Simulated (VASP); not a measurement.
# Ge (Cmmm) in VASP: further runs

The runs below take Ge through single point, with r2SCAN.

All numbers are computed with VASP 6.6.1; they aren't measurements. Logs are shortened: lines on timing, memory, paths and dates and some standing lists are left out, and cuts for length are marked.

### 1 The cell of the first run

Symmetry: Cmmm, No. 65, orthorhombic system. Conventional cell: a = 2.724 Å, b = 5.071 Å, c = 2.833 Å, α = 90.00°, β = 90.00°, γ = 90.00°. Within 3.6 Å of Ge (site symmetry mmm) lie 8 Ge at 2.72 to 2.88 Å.

### 2 Single point, r2SCAN (strain -0.025 along x and y, +0.050 along z)

POSCAR

```
Ge
1.0
    1.3622202750     -2.5355031000      0.0000000000
    1.3622202750      2.5355031000      0.0000000000
    0.0000000000      0.0000000000      2.8331425500
Ge
1
Direct
    0.5000000000      0.5000000000      0.0000000000
```

INCAR.step1

```
PREC = Accurate
ENCUT = 550
ISMEAR = 0
SIGMA = 0.15
LREAL = False
LASPH = True
NELM = 120
NBANDS = 13
GGA = PE
ALGO = Normal
EDIFF = 1E-5
LWAVE = True
LCHARG = False
GGA_COMPAT = False
```

INCAR.step2

```
PREC = Accurate
ENCUT = 550
EDIFF = 1E-6
ISMEAR = 0
SIGMA = 0.15
LREAL = False
LASPH = True
NELM = 120
ALGO = Normal
ISIF = 2
LWAVE = False
LCHARG = True
METAGGA = R2SCAN
LMIXTAU = True
LELF = True
LVHAR = True
NBANDS = 13
ISTART = 1
GGA_COMPAT = False
```

KPOINTS

```
Automatic mesh
0
Gamma
  20 20 18
```

Potentials or basis: VASP PAW PBE potentials, release 64 (Ge_d).

Command:

```bash
$ cat potpaw_PBE.64/Ge_d/POTCAR > POTCAR
$ cp INCAR.step1 INCAR
$ mpirun -np 1 vasp_std > vasp.out
$ cp INCAR.step2 INCAR
$ mpirun -np 1 vasp_std > vasp.out
```

OUTCAR:

```text
PREC = Accurate
   ENCUT = 550
   EDIFF = 1E-6
   ISMEAR = 0
   LREAL = False
   LASPH = True
   NELM = 120
   ISIF = 2
   METAGGA = R2SCAN
   ISTART = 1

 ion  position               nearest neighbor table
   1  0.500  0.500  0.000-

  LATTYP: Found a base centered orthorhombic cell.
 ALAT       =     2.7244405500
 B/A-ratio  =     1.8613018368
 C/A-ratio  =     1.0398988335

  Lattice vectors:

 A1 = (   1.3622202750,  -2.5355031000,   0.0000000000)
 A2 = (   1.3622202750,   2.5355031000,   0.0000000000)
 A3 = (   0.0000000000,   0.0000000000,   2.8331425500)

Analysis of symmetry for initial positions (statically):
=====================================================================
 Subroutine PRICEL returns:
 Original cell was already a primitive cell.

 Routine SETGRP: Setting up the symmetry group for a
 base centered orthorhombic supercell.

 Subroutine GETGRP returns: Found  8 space group operations
 (whereof  8 operations were pure point group operations)
 out of a pool of  8 trial point group operations.

The static configuration has the point symmetry D_2h.

Analysis of symmetry for dynamics (positions and initial velocities):
=====================================================================
 Subroutine PRICEL returns:
 Original cell was already a primitive cell.

 Routine SETGRP: Setting up the symmetry group for a
 base centered orthorhombic supercell.

 Subroutine GETGRP returns: Found  8 space group operations
 (whereof  8 operations were pure point group operations)
 out of a pool of  8 trial point group operations.

The dynamic configuration has the point symmetry D_2h.

 Subroutine INISYM returns: Found  8 space group operations
 (whereof  8 operations are pure point group operations),
 and found     1 'primitive' translations

----------------------------------------------------------------------------------------

                                     Primitive cell

  volume of cell :      19.5709

  direct lattice vectors                    reciprocal lattice vectors
     1.362220275 -2.535503100  0.000000000     0.367047833 -0.197199522  0.000000000
     1.362220275  2.535503100  0.000000000     0.367047833  0.197199522  0.000000000
     0.000000000  0.000000000  2.833142550     0.000000000  0.000000000  0.352964943

  length of vectors
     2.878266848  2.878266848  2.833142550     0.416667449  0.416667449  0.352964943

  position of ions in fractional coordinates (direct lattice)
     0.500000000  0.500000000  0.000000000

  ion indices of the primitive-cell ions
   primitive index   ion index
                 1           1

----------------------------------------------------------------------------------------

 KPOINTS: Automatic mesh

Automatic generation of k-mesh.
 Grid dimensions read from file:
 generate k-points for:   20   20   18

 Generating k-lattice:

  Cartesian coordinates                     Fractional coordinates (reciprocal lattice)
     0.018352392 -0.009859976  0.000000000     0.050000000  0.000000000  0.000000000
     0.018352392  0.009859976  0.000000000     0.000000000  0.050000000  0.000000000
     0.000000000  0.000000000  0.019609164     0.000000000  0.000000000  0.055555556

  Length of vectors
     0.020833372  0.020833372  0.019609164

  Shift w.r.t. Gamma in fractional coordinates (k-lattice)
     0.000000000  0.000000000  0.000000000

 Subroutine IBZKPT returns following result:
 ===========================================

 Found   1110 irreducible k-points:

 Following reciprocal coordinates:
            Coordinates               Weight
  0.000000  0.000000  0.000000      1.000000
  0.050000  0.000000  0.000000      4.000000
  0.100000 -0.000000  0.000000      4.000000
  0.150000  0.000000  0.000000      4.000000
  0.200000 -0.000000  0.000000      4.000000
  0.250000  0.000000  0.000000      4.000000
[... 16 lines left out ...]
 -0.400000  0.050000  0.000000      4.000000
 -0.350000  0.050000  0.000000      4.000000
 [... further k-points ...]
   k-points           NKPTS =   1110   k-points in BZ     NKDIM =   1110   number of bands    NBANDS=     13
   number of dos      NEDOS =    301   number of ions     NIONS =      1
   total plane-waves  NPLWV =  13824
   dimension x,y,z NGX =    24 NGY =   24 NGZ =   24
   dimension x,y,z NGXF=    48 NGYF=   48 NGZF=   48
   ions per type =               1
   NGX,Y,Z   is equivalent  to a cutoff of  13.86, 13.86, 14.08 a.u.
   NGXF,Y,Z  is equivalent  to a cutoff of  27.72, 27.72, 28.17 a.u.
 SYSTEM =  unknown system
   PREC   = accura    normal or accurate (medium, high low for compatibility)
   ISTART =      1    job   : 0-new  1-cont  2-samecut
   ICHARG =      0    charge: 1-file 2-atom 10-const
   ISPIN  =      1    spin polarized calculation?
   LNONCOLLINEAR =      F non collinear calculations
   LSORBIT =      F    spin-orbit coupling
   LASPH  =      T    aspherical Exc in radial PAW
   ENCUT  =  550.0 eV  40.42 Ry    6.36 a.u.   5.50  5.50  5.42*2*pi/ulx,y,z
   NELM   =    120;   NELMIN=  2; NELMDL=  0     # of ELM steps
   EDIFF  = 0.1E-05   stopping-criterion for ELM
   LREAL  =      F    real-space projection
   EDIFFG = 0.1E-04   stopping-criterion for IOM
   NSW    =      0    number of steps for IOM
   IBRION =     -1    ionic relax: 0-MD 1-quasi-New 2-CG
   NFREE  =      0    steps in history (QN), initial steepest desc. (CG)
   ISIF   =      2    stress and relaxation
   ISYM   =      2    0-nonsym 1-usesym 2-fastsym
   POTIM  = 0.5000    time-step for ionic-motion
   TEBEG  =    0.0;   TEEND  =   0.0 temperature during run
   PSTRESS=    0.0 pullay stress
   NELECT =      14.0000    total number of electrons
   NUPDOWN=      -1.0000    fix difference up-down
   EMIN   =  10.00;   EMAX   =-10.00  energy-range for DOS
   EFERMI =   0.00;   METHOD = LEGACY
   ISMEAR =     0;   SIGMA  =   0.15  broadening in eV -4-tet -1-fermi 0-gaus
   EFERMI_NEDOS =   21; number of points for ismear=-14 and -15
   IALGO  =     38    algorithm
   IMIX   =      4    mixing-type and parameters
     AMIX     =   0.40;   BMIX     =  1.00
     AMIX_MAG =   1.60;   BMIX_MAG =  1.00
  volume/ion in A,a.u.               =      19.57       132.07
  Fermi-wavevector in a.u.,A,eV,Ry     =   1.464134  2.766812 29.166657  2.143689
  Thomas-Fermi vector in A             =   2.580146
   LORBIT       =      0    0 simple, 1 ext, 2 COOP (PROOUT), +10 PAW based schemes
   METAGGA = R2SCAN    functional components
   LHFCALC =     F    Hartree Fock is set to
   AEXX    =    0.0000 exact exchange contribution
   IVDW    =     0    specifies the selected vdW correction
   LEPSILON=     F    determine dielectric tensor
   LRPA    =     F    only Hartree local field effects (RPA)
 non-spin polarized calculation
 Gauss-broadening in eV      SIGMA  =   0.15
  energy-cutoff  :      550.00
  volume of cell :       19.57
 maximum number of plane-waves:       589
 NGX is ok and might be reduce to    24
   NGX = 11   NGY = 11   NGZ = 11

 number of electron      13.9999990 magnetization

 Free energy of the ion-electron system (eV)
  ---------------------------------------------------
  ext. energy  EPLUGINS =         0.00000000
  ---------------------------------------------------
  free energy    TOTEN  =       -13.44170900 eV

  energy without entropy =      -13.43721978  energy(sigma->0) =      -13.43946439

 E-fermi :   6.1097     XC(G=0): -12.0799

 val. band max:        6.1073219763   @ k =   0.2000   0.2000   0.2222
 cond. band min:       6.1195366400   @ k =  -0.4000   0.2000   0.2778
 fundamental gap:      0.0122146637
 Fermi energy:         6.1096834008

 k-point     1 :       0.0000    0.0000    0.0000
  band No.  band energies     occupation
      1     -19.3598      2.00000
      2     -19.3286      2.00000
      3     -19.2658      2.00000
      4     -19.1593      2.00000
      5     -19.1383      2.00000
      6      -7.4488      2.00000
      7      11.2239      0.00000
      8      14.7828      0.00000
      9      15.3953      0.00000
     10      16.5310      0.00000
     11      20.2011      0.00000
     12      22.9317      0.00000
     13      23.3174      0.00000

 k-point     2 :       0.0500    0.0000    0.0000
  band No.  band energies     occupation
      1     -19.3564      2.00000
      2     -19.3259      2.00000
      3     -19.2664      2.00000
      4     -19.1599      2.00000
      5     -19.1401      2.00000
      6      -7.3809      2.00000
      7      11.2916      0.00000
      8      14.4356      0.00000
      9      15.2735      0.00000
     10      16.1860      0.00000
     11      20.3319      0.00000
     12      21.6183      0.00000
     13      23.7847      0.00000

 k-point     3 :       0.1000   -0.0000    0.0000
  band No.  band energies     occupation
      1     -19.3475      2.00000
      2     -19.3181      2.00000
      3     -19.2671      2.00000
      4     -19.1616      2.00000
      5     -19.1451      2.00000
      6      -7.1770      2.00000
      7      11.4938      0.00000
      8      13.4712      0.00000
      9      14.4077      0.00000
     10      16.0873      0.00000
     11      19.6253      0.00000
     12      21.8571      0.00000
     13      24.9591      0.00000

 k-point     4 :       0.1500    0.0000    0.0000
  band No.  band energies     occupation
      1     -19.3373      2.00000
      2     -19.3062      2.00000
      3     -19.2644      2.00000
      4     -19.1651      2.00000
      5     -19.1521      2.00000
      6      -6.8369      2.00000
      7      11.8270      0.00000
      8      11.8378      0.00000
      9      13.5047      0.00000
     10      16.2619      0.00000
     11      18.6433      0.00000
     12      23.0379      0.00000
     13      26.4564      0.00000

 k-point     5 :       0.2000   -0.0000    0.0000
  band No.  band energies     occupation
      1     -19.3319      2.00000
      2     -19.2930      2.00000
      3     -19.2520      2.00000
      4     -19.1718      2.00000
      5     -19.1587      2.00000
      6      -6.3604      2.00000
      7       9.9339      0.00000
      8      12.2849      0.00000
      9      12.7447      0.00000
     10      16.3790      0.00000
     11      18.0097      0.00000
     12      24.4938      0.00000
     13      28.0352      0.00000
[... 257 lines left out ...]
 k-point    22 :      -0.4500    0.0500    0.0000
  band No.  band energies     occupation
      1     -19.3550      2.00000
      2     -19.2372      2.00000
      3     -19.2136      2.00000
      4     -19.1728      2.00000
      5     -19.1547      2.00000
      6      -2.6438      2.00000
      7       2.1185      2.00000
      8       9.8338      0.00000
      9      15.2947      0.00000
     10      15.7763      0.00000
     11      20.6084      0.00000
     12      22.8501      0.00000
     13      24.4086      0.00000

 k-point    23 :      -0.4000    0.0500    0.0000
  band No.  band energies     occupation
      1     -19.3490      2.00000
      2     -19.2460      2.00000
      3     -19.2065      2.00000
      4     -19.1725      2.00000
      5     -19.1710      2.00000
      6      -3.6609      2.00000
      7       3.6722      2.00000
      8      10.0203      0.00000
      9      14.6113      0.00000
     10      16.0968      0.00000
     11      19.6714      0.00000
     12      24.0299      0.00000
     13      25.8370      0.00000

 k-point    24 :      -0.3500    0.0500    0.0000
  band No.  band energies     occupation
      1     -19.3415      2.00000
      2     -19.2597      2.00000
      3     -19.1972      2.00000
      4     -19.1942      2.00000
      5     -19.1681      2.00000
      6      -4.5855      2.00000
      7       5.3801      2.00000
      8      10.3479      0.00000
      9      13.8757      0.00000
     10      16.4878      0.00000
     11      18.9145      0.00000
     12      25.4946      0.00000
     13      27.2357      0.00000

 [... further k-points ...]

------------------------ aborting loop because EDIFF is reached ----------------------------------------

  FORCE on cell =-STRESS in cart. coord.  units (eV):
  Direction    XX          YY          ZZ          XY          YZ          ZX
  --------------------------------------------------------------------------------------
  -------------------------------------------------------------------------------------
  Total        0.2978034      0.0158045     -1.2055989      0.0000000      0.0000000      0.0000000
  in kB       24.3798125      1.2938401    -98.6969021      0.0000000      0.0000000      0.0000000
  external PRESSURE =     -24.3410832 kB  Pullay stress =       0.0000000 kB

 VOLUME and BASIS-vectors are now :
 -----------------------------------------------------------------------------
  energy-cutoff  :      550.00
  volume of cell :       19.57
      direct lattice vectors                 reciprocal lattice vectors
     1.362220275 -2.535503100  0.000000000     0.367047833 -0.197199522  0.000000000
     1.362220275  2.535503100  0.000000000     0.367047833  0.197199522  0.000000000
     0.000000000  0.000000000  2.833142550     0.000000000  0.000000000  0.352964943

 POSITION                                       TOTAL-FORCE (eV/Angst)
 -----------------------------------------------------------------------------------
      1.36222      0.00000      0.00000         0.000000     -0.000000      0.000000
 -----------------------------------------------------------------------------------
    total drift:                               -0.000000     -0.000000     -0.000000

  FREE ENERGIE OF THE ION-ELECTRON SYSTEM (eV)
  ---------------------------------------------------
  free  energy   TOTEN  =       -13.4417089975 eV

  energy  without entropy=      -13.4372197841  energy(sigma->0) =      -13.43946439
```

Run time: 11 min. Hardware: 1 thread of Intel Xeon Platinum 8259CL at 2.50GHz (Skylake/Cascade Lake), shared host; peak memory 0.38 GiB.

Results:

| Item | Value |
| --- | --- |
| Free energy | -13.4417 eV |
| Pressure | -2.4 GPa |
| Band gap on the k mesh | zero (bands 7 and 8 overlap by 8.55 eV) |

Stress tensor (GPa, compression positive):
```
 2.44  0.00  0.00
 0.00  0.13  0.00
 0.00  0.00 -9.87
```

Caveat: the cell differs from its parent crystal (strain -0.025 along x and y, +0.050 along z); the PAW data sets were made with another functional, which shifts forces and pressure a little.

[end of part 1 of 2]
